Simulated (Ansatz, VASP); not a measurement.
**Al: VASP beside Ansatz**

Contents of INCAR:

```
ALGO = Fast
EDIFF = 1E-6
ENCUT = 520
GGA = PS
ISIF = 2
ISMEAR = 0
LASPH = True
LCHARG = True
LELF = True
LREAL = False
LVHAR = True
LWAVE = False
NBANDS = 10
NELM = 60
PREC = Accurate
SIGMA = 0.15
```

KPOINTS

```
k-points
0
Gamma
  24 24 14
```

Contents of POSCAR:

```
Al
1.0
    2.8500694993      0.0266481498      0.0000000000
   -1.4019567749      2.4549085140      0.0000000000
    0.0000000000      0.0000000000      4.6373174459
Al
2
Direct
    0.6666666667      0.3333333333      0.7500000000
    0.3333333333      0.6666666667      0.2500000000
```

Input for Ansatz:

```yaml
crystal:
  lattice:
    - [2.8500694993, 0.0266481498, 0.0]
    - [-1.4019567749, 2.454908514, 0.0]
    - [0.0, 0.0, 4.6373174459]
  atoms:
    - { symbol: Al, position: [0.6666666667, 0.3333333333, 0.75] }
    - { symbol: Al, position: [0.3333333333, 0.6666666667, 0.25] }
basis:
  ecutwfc: 420
kpoints:
  mp_grid: { grid: [24, 24, 14] }
hamiltonian:
  xc: pbesol
scf:
  occupations: { method: gaussian, width: 0.15 }
output:
  forces: true
  stress: true
  eigenvalues: true
```

Change from the starting cell: strain +0.0187 x Voigt [0, 0, 0, 0, 0, 1], atoms carried along.

Alike in both runs: task single point; functional PBEsol; k mesh 24 × 24 × 14; occupations gaussian, width 0.15 eV; no spin polarisation.

```csv
,VASP,Ansatz
version,VASP 6.6.1,Ansatz 0.2.0
potentials or method,"VASP PAW PBE potentials, release 64 (Al), cutoff 520 eV","scalar-relativistic, plane waves, PAW"
valence electrons in the cell,6,6
```

|  | VASP | Ansatz | Ansatz less VASP |
| --- | --- | --- | --- |
| gap on the k mesh at the Fermi level (eV) | none | none | - |
| pressure (GPa) | 0.1 | 0.1 | -0.06 |
| traceless stress, the component that is largest in VASP (GPa) | 0.69 | 0.69 | -0.005 |
| rms of the force components (eV/Å) | 0.004 | 0.004 | -0.0001 |

VASP's potentials were made for PBE, not for PBEsol. Atom by atom the forces differ by 0.000 eV/Å (rms over components). A gap of «none» marks a metal or a gap that the smearing closes. The functional is the same, so the differences come from potentials, cutoffs and numerics.
